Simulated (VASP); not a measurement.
TiAl3: relaxation of cell and atoms with LDA

Crystal: TiAl3.

```
Ti Al
1.0
     2.75136    0.00000    0.00000
     0.00000    4.63180    0.00000
     0.00000    0.00000    4.85423
Ti Al
1 3
Cartesian
  0.0000 2.3159 0.7892
  1.3757 2.3159 3.2218
  1.3757 0.0000 1.6156
  0.0000 0.0000 4.0819
```

```json
{"Program": "VASP 6.6.1", "Task": "relaxation of cell and atoms", "Functional": "LDA", "Potentials or basis": "VASP PAW LDA potentials, release 64 (Ti_sv, Al)", "Cutoff": "600 eV", "k mesh": "12 × 8 × 8", "Occupations": "fermi-dirac, width 0.15 eV", "Spin": "no spin polarisation", "Dipole correction": "no", "Further INCAR settings": "ALGO = Fast; EDIFF = 1e-06; IBRION = 2; EDIFFG = -0.001; NSW = 80; ISIF = 3"}
```

* Relaxed volume: 15.51 Å³/atom
* Relaxed cell: a = 2.767 Å, b = 4.617 Å, c = 4.855 Å, α = 90.00°, β = 90.00°, γ = 90.00°
* Space group after relaxing (to 0.1 Å): Pmm2 (No. 25)
* Energy gained by relaxing: 0.3 meV/atom
* Ionic steps: 32
* Pressure after relaxing: 0.0 GPa
* Band gap on the k mesh: zero (an odd number of electrons rules out a gap without spin polarisation)

The path:
```csv
step,energy change (eV),largest force (eV/Å),pressure (GPa),volume (Å³)
1,0.0000,0.0455,0.29,61.86
2,-0.0008,0.0169,-0.12,62.11
3,-0.0008,0.0145,-0.18,62.15
4,-0.0010,0.0095,-0.03,62.04
5,-0.0010,0.0087,0.01,62.01
6,-0.0010,0.0089,0.01,62.01
7,-0.0010,0.0071,0.05,62.02
8,-0.0010,0.0064,0.00,62.04
9,-0.0010,0.0081,-0.03,62.04
10,-0.0010,0.0057,0.01,62.03
11,-0.0011,0.0056,0.01,62.03
12,-0.0011,0.0057,-0.01,62.04
13,-0.0011,0.0031,0.00,62.02
14,-0.0011,0.0015,0.02,62.01
15,-0.0011,0.0052,-0.03,62.02
16,-0.0011,0.0023,0.05,62.02
17,-0.0011,0.0038,0.00,62.02
18,-0.0011,0.0029,0.03,62.02
19,-0.0011,0.0033,0.03,62.02
20,-0.0011,0.0014,0.03,62.02
21,-0.0011,0.0007,0.02,62.02
22,-0.0011,0.0016,0.02,62.03
23,-0.0011,0.0021,-0.03,62.05
24,-0.0011,0.0010,-0.01,62.04
25,-0.0011,0.0013,0.01,62.03
26,-0.0011,0.0017,-0.05,62.03
27,-0.0011,0.0012,0.01,62.03
28,-0.0011,0.0016,-0.02,62.03
29,-0.0011,0.0012,0.00,62.03
30,-0.0011,0.0008,0.02,62.03
31,-0.0011,0.0016,-0.02,62.03
32,-0.0011,0.0007,0.00,62.03
```

Final structure:
```xyz
4
Lattice="2.7668 0.0000 0.0000 0.0000 4.6175 0.0000 0.0000 0.0000 4.8555" Properties=species:S:1:pos:R:3 pbc="T T T"
Ti    0.0000    2.3087    0.7896
Al    1.3834    2.3087    3.2248
Al    1.3834    0.0000    1.6187
Al    0.0000    0.0000    4.0778
```

Levels at points of the mesh, in eV from the Fermi level:
```tsv
k point	band 9	band 10	band 11	band 12	band 13	band 14
(0.00, 0.00, 0.00)	-2.70	-0.91	-0.48	2.50	2.57	2.75
(0.50, 0.00, 0.00)	-1.83	0.42	0.62	0.79	1.46	1.70
(0.00, 0.50, 0.00)	-2.07	-1.57	-0.23	2.42	2.51	2.75
(0.50, 0.50, 0.00)	-1.80	-0.54	-0.32	0.81	1.15	1.36
(0.00, 0.00, 0.50)	-2.19	-1.07	-0.39	2.31	2.40	2.58
(0.50, 0.00, 0.50)	-1.41	-0.19	-0.16	0.57	1.25	2.02
(0.00, 0.50, 0.50)	-0.27	-0.10	0.69	2.43	2.44	3.63
(0.50, 0.50, 0.50)	-2.80	-2.72	-0.64	-0.19	1.06	2.14
```

It took 30 min on 1 thread of AMD EPYC 7R43 64-Core Processor (Zen 3), with other jobs on the host, peak memory 0.3 GiB.
